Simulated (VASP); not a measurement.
## Cu: single point with PBE

Crystal: Cu.

```
Cu
1.0
    -1.44279    1.44279    1.37608
     1.44279   -1.44279    1.37608
     1.44279    1.44279   -1.37608
Cu
1
Cartesian
  0.0000 0.0000 0.0000
```

```json
{
  "Program": "VASP 6.6.1",
  "Task": "single point",
  "Functional": "PBE",
  "Potentials or basis": "VASP PAW PBE potentials, release 64 (Cu)",
  "Cutoff": "520 eV",
  "k mesh": "13 × 13 × 13",
  "Occupations": "gaussian, width 0.026 eV",
  "Spin": "no spin polarisation"
}
```

```yaml
Pressure: 7.8 GPa
Band_gap_on_the_k_mesh: zero (an odd number of electrons rules out a gap without spin polarisation)
```

Levels at points of the mesh, in eV from the Fermi level:
```csv
k point,band 4,band 5,band 6,band 7,band 8,band 9
"(0.00, 0.00, 0.00)",-3.06,-2.19,-1.99,24.93,24.93,26.18
```

Wall time 12 s on 1 thread of AMD EPYC 9R45 96-Core Processor (Zen 5) (shared host), peak memory 0.11 GiB.

Caveat: the cell stands under pressure.
